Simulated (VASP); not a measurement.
Write the native input for VASP 6.6.1 that does the following.

- Task: single point
- Functional: PBE
- Potentials or basis: VASP PAW PBE potentials, release 64 (Ge_d)
- Cutoff: 500 eV
- k mesh: 4 × 4 × 4
- Occupations: fermi-dirac, width 0.1 eV
- Spin: no spin polarisation
- Dipole correction: no
- Further INCAR settings: ALGO = Normal; EDIFF = 1e-06; NBANDS = 21

The structure of Ge lies in POSCAR:

```
Ge
1.0
   -2.8813858188      0.0000000000      2.8813858188
    0.0000000000      2.8813858188      2.8813858188
   -2.8813858188      2.8813858188      0.0000000000
Ge
2
Direct
    0.0000000000      0.0000000000      0.0000000000
    0.2500000000      0.2500000000      0.2500000000
```

One way to write it, as run:

INCAR

```
SYSTEM = Ge
  PREC = Accurate
  ENCUT = 500
  EDIFF = 1E-6
  ISMEAR = -1
  SIGMA = 0.1
  LREAL = .FALSE.
  LASPH = .TRUE.
  NELM = 120
  ALGO = Normal
  ISIF = 2
  LWAVE = .FALSE.
  LCHARG = .TRUE.
  GGA = PE
  LELF = .TRUE.
  LVHAR = .TRUE.
  NBANDS = 21
  GGA_COMPAT = .FALSE.
```

KPOINTS

```
regular mesh
0
G
  4 4 4
  0 0 0
```

Potentials or basis: VASP PAW PBE potentials, release 64 (Ge_d).

Run with:

```console
$ cat potpaw_PBE.64/Ge_d/POTCAR > POTCAR
$ mpirun -np 1 vasp_std > vasp.out
```

Results of the run:

The pressure is 0.9 GPa. The band gap on the k mesh is zero (filled and empty bands touch).

Caveat: the k points lie up to 0.47 Å⁻¹ apart.

Wall time 7.2 s on 1 thread of Intel(R) Xeon(R) Platinum 8488C (Sapphire Rapids), on a shared host, peak memory 0.16 GiB.
